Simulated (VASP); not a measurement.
A run of VASP 6.6.1 is set up as follows.

Contents of INCAR:

```
PREC = Accurate ; ENCUT = 520
EDIFF = 1E-6 ; ISMEAR = -1
SIGMA = 0.05 ; LREAL = F
LASPH = T ; NELM = 80
ALGO = Normal ; ISIF = 2
LWAVE = F ; LCHARG = F
NBANDS = 36
```

KPOINTS

```
Automatic mesh
0
Gamma
  6 6 6
```

The input POSCAR:

```
GaGe3
1.0
    4.2497505979      0.0000000000      0.0000000000
    0.0000000000      4.2497505979      0.0000000000
    0.0000000000      0.0000000000      4.2497505979
Ge Ga
3 1
Direct
    0.5000000000      0.5000000000      0.0000000000
    0.5000000000      0.0000000000      0.5000000000
    0.0000000000      0.5000000000      0.5000000000
    0.0000000000      0.0000000000      0.0000000000
```

Potentials or basis: VASP PAW LDA potentials, release 64 (Ge_d, Ga_d).

Launch:

```console
$ cat potpaw_LDA.64/Ge_d/POTCAR potpaw_LDA.64/Ga_d/POTCAR > POTCAR
$ mpirun -np 1 vasp_std > vasp.out
```

Task: Predict the pressure.

Result: -3.8 GPa.
